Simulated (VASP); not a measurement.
# ZnS (I-4m2) in VASP: further runs

ZnS is run at these levels: PBE; tasks: single point.

All numbers are computed with VASP 6.6.1; they aren't measurements. Logs are shortened: lines on timing, memory, paths and dates and some standing lists are left out, and cuts for length are marked.

## Step 1: The cell of the first run

Symmetry: I-4m2, No. 119, tetragonal system. The conventional cell has a = 3.825 Å, b = 3.825 Å, c = 4.868 Å, α = 90.00°, β = 90.00°, γ = 90.00°. Zn (site symmetry -4m2) has 4 S at 2.27 Å within 3.0 Å. S (site symmetry -4m2) has 4 Zn at 2.27 Å within 3.0 Å.

## Step 2: Single point, PBE (strain -0.1000 x Voigt [1, 0, 0, 0, 0, 0])

The input, INCAR:

```
SYSTEM = ZnS
PREC = Accurate
ENCUT = 520
EDIFF = 1E-6
ISMEAR = 0
SIGMA = 0.05
LREAL = .FALSE.
LASPH = .TRUE.
NELM = 100
ALGO = Normal
ISIF = 2
LWAVE = .FALSE.
LCHARG = .FALSE.
GGA = PE
NBANDS = 16
```

The input, KPOINTS:

```
Automatic mesh
0
G
  10 10 10
  0 0 0
```

The input, POSCAR:

```
ZnS
1.0
    0.0000000000      2.7046500000      2.7046500000
    2.4341850000      0.0000000000      2.7046500000
    2.4341850000      2.7046500000      0.0000000000
Zn S
1 1
Direct
    0.0000000000      0.0000000000      0.0000000000
    0.7500000000      0.7500000000      0.7500000000
```

Potentials or basis: VASP PAW PBE potentials, release 64 (Zn, S).

The run is started by

```console
> cat potpaw_PBE.64/Zn/POTCAR potpaw_PBE.64/S/POTCAR > POTCAR
> mpirun -np 1 vasp_std > vasp.out
```

OUTCAR:

```text
SYSTEM = ZnS
   PREC = Accurate
   ENCUT = 520
   EDIFF = 1E-6
   ISMEAR = 0
   LREAL = .FALSE.
   LASPH = .TRUE.
   NELM = 100
   ISIF = 2
   GGA = PE

 ion  position               nearest neighbor table
   1  0.000  0.000  0.000-   2 2.27   2 2.27   2 2.27   2 2.27
   2  0.750  0.750  0.750-   1 2.27   1 2.27   1 2.27   1 2.27

  LATTYP: Found a body centered tetragonal cell.
 ALAT       =     3.8249527115
 C/A-ratio  =     1.2727922061

  Lattice vectors:

 A1 = (  -2.4341850000,   0.0000000000,  -2.7046500000)
 A2 = (  -2.4341850000,   0.0000000000,   2.7046500000)
 A3 = (   2.4341850000,   2.7046500000,   0.0000000000)

Analysis of symmetry for initial positions (statically):
=====================================================================
 Subroutine PRICEL returns:
 Original cell was already a primitive cell.

 Routine SETGRP: Setting up the symmetry group for a
 body centered tetragonal supercell.

 Subroutine GETGRP returns: Found  8 space group operations
 (whereof  8 operations were pure point group operations)
 out of a pool of 16 trial point group operations.

The static configuration has the point symmetry D_2d.

Analysis of symmetry for dynamics (positions and initial velocities):
=====================================================================
 Subroutine PRICEL returns:
 Original cell was already a primitive cell.

 Routine SETGRP: Setting up the symmetry group for a
 body centered tetragonal supercell.

 Subroutine GETGRP returns: Found  8 space group operations
 (whereof  8 operations were pure point group operations)
 out of a pool of 16 trial point group operations.

The dynamic configuration has the point symmetry D_2d.

 Subroutine INISYM returns: Found  8 space group operations
 (whereof  8 operations are pure point group operations),
 and found     1 'primitive' translations

----------------------------------------------------------------------------------------

                                     Primitive cell

  volume of cell :      35.6128

  direct lattice vectors                    reciprocal lattice vectors
     0.000000000  2.704650000  2.704650000    -0.205407559  0.184866803  0.184866803
     2.434185000  0.000000000  2.704650000     0.205407559 -0.184866803  0.184866803
     2.434185000  2.704650000  0.000000000     0.205407559  0.184866803 -0.184866803

  length of vectors
     3.824952711  3.638734428  3.638734428     0.332481181  0.332481181  0.332481181

  position of ions in fractional coordinates (direct lattice)
     0.000000000  0.000000000  0.000000000
     0.750000000  0.750000000  0.750000000

  ion indices of the primitive-cell ions
   primitive index   ion index
                 1           1
                 2           2

----------------------------------------------------------------------------------------

 KPOINTS: Automatic mesh

Automatic generation of k-mesh.
 Grid dimensions read from file:
 generate k-points for:   10   10   10

 Generating k-lattice:

  Cartesian coordinates                     Fractional coordinates (reciprocal lattice)
    -0.020540756  0.018486680  0.018486680     0.100000000 -0.000000000 -0.000000000
     0.020540756 -0.018486680  0.018486680     0.000000000  0.100000000  0.000000000
     0.020540756  0.018486680 -0.018486680     0.000000000  0.000000000  0.100000000

  Length of vectors
     0.033248118  0.033248118  0.033248118

  Shift w.r.t. Gamma in fractional coordinates (k-lattice)
     0.000000000  0.000000000  0.000000000

 Subroutine IBZKPT returns following result:
 ===========================================

 Found    102 irreducible k-points:

 Following reciprocal coordinates:
            Coordinates               Weight
  0.000000  0.000000  0.000000      1.000000
  0.100000  0.000000  0.000000      8.000000
  0.200000  0.000000  0.000000      8.000000
  0.300000  0.000000  0.000000      8.000000
  0.400000  0.000000  0.000000      8.000000
  0.500000  0.000000  0.000000      4.000000
[... 16 lines left out ...]
  0.300000  0.300000  0.000000      4.000000
  0.400000  0.300000  0.000000     16.000000
 [... further k-points ...]
   k-points           NKPTS =    102   k-points in BZ     NKDIM =    102   number of bands    NBANDS=     16
   number of dos      NEDOS =    301   number of ions     NIONS =      2
   total plane-waves  NPLWV =  21952
   dimension x,y,z NGX =    28 NGY =   28 NGZ =   28
   dimension x,y,z NGXF=    56 NGYF=   56 NGZF=   56
   ions per type =               1   1
   NGX,Y,Z   is equivalent  to a cutoff of  12.17, 12.79, 12.79 a.u.
   NGXF,Y,Z  is equivalent  to a cutoff of  24.34, 25.59, 25.59 a.u.
 SYSTEM =  ZnS
   PREC   = accura    normal or accurate (medium, high low for compatibility)
   ISTART =      0    job   : 0-new  1-cont  2-samecut
   ICHARG =      2    charge: 1-file 2-atom 10-const
   ISPIN  =      1    spin polarized calculation?
   LNONCOLLINEAR =      F non collinear calculations
   LSORBIT =      F    spin-orbit coupling
   LASPH  =      T    aspherical Exc in radial PAW
   ENCUT  =  520.0 eV  38.22 Ry    6.18 a.u.   7.11  6.77  6.77*2*pi/ulx,y,z
   NELM   =    100;   NELMIN=  2; NELMDL= -5     # of ELM steps
   EDIFF  = 0.1E-05   stopping-criterion for ELM
   LREAL  =      F    real-space projection
   EDIFFG = 0.1E-04   stopping-criterion for IOM
   NSW    =      0    number of steps for IOM
   IBRION =     -1    ionic relax: 0-MD 1-quasi-New 2-CG
   NFREE  =      0    steps in history (QN), initial steepest desc. (CG)
   ISIF   =      2    stress and relaxation
   ISYM   =      2    0-nonsym 1-usesym 2-fastsym
   POTIM  = 0.5000    time-step for ionic-motion
   TEBEG  =    0.0;   TEEND  =   0.0 temperature during run
   PSTRESS=    0.0 pullay stress
   NELECT =      18.0000    total number of electrons
   NUPDOWN=      -1.0000    fix difference up-down
   EMIN   =  10.00;   EMAX   =-10.00  energy-range for DOS
   EFERMI =   0.00;   METHOD = LEGACY
   ISMEAR =     0;   SIGMA  =   0.05  broadening in eV -4-tet -1-fermi 0-gaus
   EFERMI_NEDOS =   21; number of points for ismear=-14 and -15
   IALGO  =     38    algorithm
   IMIX   =      4    mixing-type and parameters
     AMIX     =   0.40;   BMIX     =  1.00
     AMIX_MAG =   1.60;   BMIX_MAG =  1.00
  volume/ion in A,a.u.               =      17.81       120.16
  Fermi-wavevector in a.u.,A,eV,Ry     =   1.304059  2.464313 23.137642  1.700569
  Thomas-Fermi vector in A             =   2.435019
   LORBIT       =      0    0 simple, 1 ext, 2 COOP (PROOUT), +10 PAW based schemes
   GGA     = PE    functional components
   LHFCALC =     F    Hartree Fock is set to
   AEXX    =    0.0000 exact exchange contribution
   IVDW    =     0    specifies the selected vdW correction
   LEPSILON=     F    determine dielectric tensor
   LRPA    =     F    only Hartree local field effects (RPA)
 non-spin polarized calculation
 Gauss-broadening in eV      SIGMA  =   0.05
  energy-cutoff  :      520.00
  volume of cell :       35.61
 maximum number of plane-waves:       974
   NGX = 15   NGY = 13   NGZ = 13

 number of electron      17.9999981 magnetization

 Free energy of the ion-electron system (eV)
  ---------------------------------------------------
  ext. energy  EPLUGINS =         0.00000000
  ---------------------------------------------------
  free energy    TOTEN  =        -6.67313102 eV

  energy without entropy =       -6.67313102  energy(sigma->0) =       -6.67313102

 E-fermi :   3.4999     XC(G=0): -10.1327

 val. band max:        3.3114116936   @ k =   0.0000   0.0000   0.0000
 cond. band min:       5.6608664600   @ k =   0.0000   0.0000   0.0000
 fundamental gap:      2.3494547664
 Fermi energy:         3.4999220675

 k-point     1 :       0.0000    0.0000    0.0000
  band No.  band energies     occupation
      1     -10.7679      2.00000
      2      -3.6829      2.00000
      3      -3.6829      2.00000
      4      -3.6238      2.00000
      5      -3.0824      2.00000
      6      -3.0346      2.00000
[... 8 lines left out ...]
     15      15.2491      0.00000
     16      15.8499      0.00000

 k-point     2 :       0.1000    0.0000    0.0000
  band No.  band energies     occupation
      1     -10.6774      2.00000
      2      -3.6848      2.00000
      3      -3.6688      2.00000
      4      -3.6113      2.00000
      5      -3.0811      2.00000
      6      -3.0384      2.00000
[... 8 lines left out ...]
     15      14.8060      0.00000
     16      16.2455      0.00000

 k-point     3 :       0.2000    0.0000    0.0000
  band No.  band energies     occupation
      1     -10.4260      2.00000
      2      -3.6846      2.00000
      3      -3.6357      2.00000
      4      -3.5681      2.00000
      5      -3.0717      2.00000
      6      -3.0452      2.00000
[... 8 lines left out ...]
     15      14.1980      0.00000
     16      16.4429      0.00000

 k-point     4 :       0.3000    0.0000    0.0000
  band No.  band energies     occupation
      1     -10.0796      2.00000
      2      -3.6298      2.00000
      3      -3.6044      2.00000
      4      -3.5089      2.00000
      5      -3.0456      2.00000
      6      -3.0451      2.00000
[... 8 lines left out ...]
     15      14.5281      0.00000
     16      15.8957      0.00000

 k-point     5 :       0.4000    0.0000    0.0000
  band No.  band energies     occupation
      1      -9.7615      2.00000
      2      -3.5880      2.00000
      3      -3.5097      2.00000
      4      -3.3766      2.00000
      5      -3.0298      2.00000
      6      -3.0107      2.00000
[... 8 lines left out ...]
     15      16.0618      0.00000
     16      16.0668      0.00000

 k-point     6 :       0.5000    0.0000    0.0000
  band No.  band energies     occupation
      1      -9.6285      2.00000
      2      -3.5839      2.00000
      3      -3.4841      2.00000
      4      -3.1207      2.00000
      5      -2.9940      2.00000
      6      -2.8832      2.00000
[... 8 lines left out ...]
     15      16.2915      0.00000
     16      17.2836      0.00000

 k-point     7 :       0.1000    0.1000    0.0000
  band No.  band energies     occupation
      1     -10.6546      2.00000
      2      -3.7041      2.00000
      3      -3.6573      2.00000
      4      -3.5885      2.00000
      5      -3.0902      2.00000
      6      -3.0341      2.00000
[... 8 lines left out ...]
     15      15.0797      0.00000
     16      16.4382      0.00000

 k-point     8 :       0.2000    0.1000    0.0000
  band No.  band energies     occupation
      1     -10.4629      2.00000
      2      -3.7149      2.00000
      3      -3.6247      2.00000
      4      -3.5447      2.00000
      5      -3.0963      2.00000
      6      -3.0319      2.00000
[... 8 lines left out ...]
     15      14.8703      0.00000
     16      17.2488      0.00000

 k-point     9 :       0.3000    0.1000   -0.0000
  band No.  band energies     occupation
      1     -10.1496      2.00000
      2      -3.6839      2.00000
      3      -3.5870      2.00000
      4      -3.4895      2.00000
      5      -3.0857      2.00000
      6      -3.0260      2.00000
[... 8 lines left out ...]
     15      14.9541      0.00000
     16      16.9806      0.00000
[... 172 lines left out ...]
 k-point    19 :       0.5000    0.2000    0.0000
  band No.  band energies     occupation
      1      -9.5371      2.00000
      2      -3.6120      2.00000
      3      -3.4190      2.00000
      4      -3.2461      2.00000
      5      -3.0446      2.00000
      6      -2.9010      2.00000
[... 8 lines left out ...]
     15      16.4792      0.00000
     16      17.8989      0.00000

 k-point    20 :      -0.4000    0.2000   -0.0000
  band No.  band energies     occupation
      1      -9.4879      2.00000
      2      -3.5878      2.00000
      3      -3.4130      2.00000
      4      -3.1863      2.00000
      5      -3.0440      2.00000
      6      -2.7959      2.00000
[... 8 lines left out ...]
     15      16.1133      0.00000
     16      17.7818      0.00000

 k-point    21 :      -0.3000    0.2000   -0.0000
  band No.  band energies     occupation
      1      -9.6548      2.00000
      2      -3.5850      2.00000
      3      -3.4655      2.00000
      4      -3.4026      2.00000
      5      -3.0643      2.00000
      6      -2.9416      2.00000
[... 8 lines left out ...]
     15      17.1438      0.00000
     16      18.0289      0.00000

 k-point    22 :      -0.2000    0.2000   -0.0000
  band No.  band energies     occupation
      1      -9.9475      2.00000
      2      -3.6348      2.00000
      3      -3.5828      2.00000
      4      -3.4806      2.00000
      5      -3.0789      2.00000
      6      -2.9885      2.00000
[... 8 lines left out ...]
     15      16.5247      0.00000
     16      17.8135      0.00000

 k-point    23 :       0.3000    0.3000    0.0000
  band No.  band energies     occupation
      1      -9.8984      2.00000
      2      -3.8073      2.00000
      3      -3.4735      2.00000
      4      -3.3511      2.00000
      5      -3.1303      2.00000
      6      -2.9918      2.00000
[... 8 lines left out ...]
     15      15.9576      0.00000
     16      20.2114      0.00000

 k-point    24 :       0.4000    0.3000    0.0000
  band No.  band energies     occupation
      1      -9.6527      2.00000
      2      -3.7872      2.00000
      3      -3.4211      2.00000
      4      -3.2919      2.00000
      5      -3.0836      2.00000
      6      -2.9777      2.00000
[... 8 lines left out ...]
     15      16.4336      0.00000
     16      19.0970      0.00000

 [... further k-points ...]
[... 5 lines left out ...]
  --------------------------------------------------------------------------------------
  -------------------------------------------------------------------------------------
  Total        2.8849097      2.2792911      2.2792911      0.0000000      0.0000000      0.0000000
  in kB      129.7887607    102.5426782    102.5426782      0.0000000      0.0000000      0.0000000
  external PRESSURE =     111.6247057 kB  Pullay stress =       0.0000000 kB

 VOLUME and BASIS-vectors are now :
 -----------------------------------------------------------------------------
  energy-cutoff  :      520.00
  volume of cell :       35.61
      direct lattice vectors                 reciprocal lattice vectors
     0.000000000  2.704650000  2.704650000    -0.205407559  0.184866803  0.184866803
     2.434185000  0.000000000  2.704650000     0.205407559 -0.184866803  0.184866803
     2.434185000  2.704650000  0.000000000     0.205407559  0.184866803 -0.184866803

 POSITION                                       TOTAL-FORCE (eV/Angst)
 -----------------------------------------------------------------------------------
      0.00000      0.00000      0.00000         0.000000      0.000000      0.000000
      3.65128      4.05697      4.05697        -0.000000     -0.000000     -0.000000
 -----------------------------------------------------------------------------------
    total drift:                                0.000005     -0.000005     -0.000005

  FREE ENERGIE OF THE ION-ELECTRON SYSTEM (eV)
  ---------------------------------------------------
  free  energy   TOTEN  =        -6.6731310249 eV

  energy  without entropy=       -6.6731310249  energy(sigma->0) =       -6.67313102
```

Wall time 47 s (1 thread of Intel Xeon Platinum 8488C (Sapphire Rapids), shared host); peak memory 0.19 GiB.

What came out:

* Free energy: -6.6731 eV
* Pressure: 11.2 GPa
* Band gap on the k mesh: 2.35 eV, direct

Stress tensor (GPa, compression positive):
```
12.98  0.00  0.00
 0.00 10.25  0.00
 0.00  0.00 10.25
```

Levels at points of the mesh, in eV from the valence-band top:
| k point | band 6 | band 7 | band 8 | band 9 | band 10 | band 11 | band 12 | band 13 |
| --- | --- | --- | --- | --- | --- | --- | --- | --- |
| (0.00, 0.00, 0.00) | -6.35 | -0.32 | -0.32 | 0.00 | 2.35 | 6.18 | 6.18 | 6.23 |
| (0.50, 0.00, 0.00) | -6.19 | -6.03 | -1.50 | -0.93 | 3.14 | 6.19 | 7.40 | 9.13 |
| (0.50, 0.50, 0.00) | -6.19 | -5.33 | -2.69 | -2.42 | 3.20 | 4.24 | 11.03 | 11.78 |
| (0.00, 0.50, 0.50) | -5.97 | -4.71 | -3.18 | -3.18 | 2.61 | 3.12 | 12.31 | 12.31 |

Caveat: the cell differs from its parent crystal (strain -0.1000 x Voigt [1, 0, 0, 0, 0, 0]). A k mesh can miss the band edges.

(Continued in part 2 of 2.)
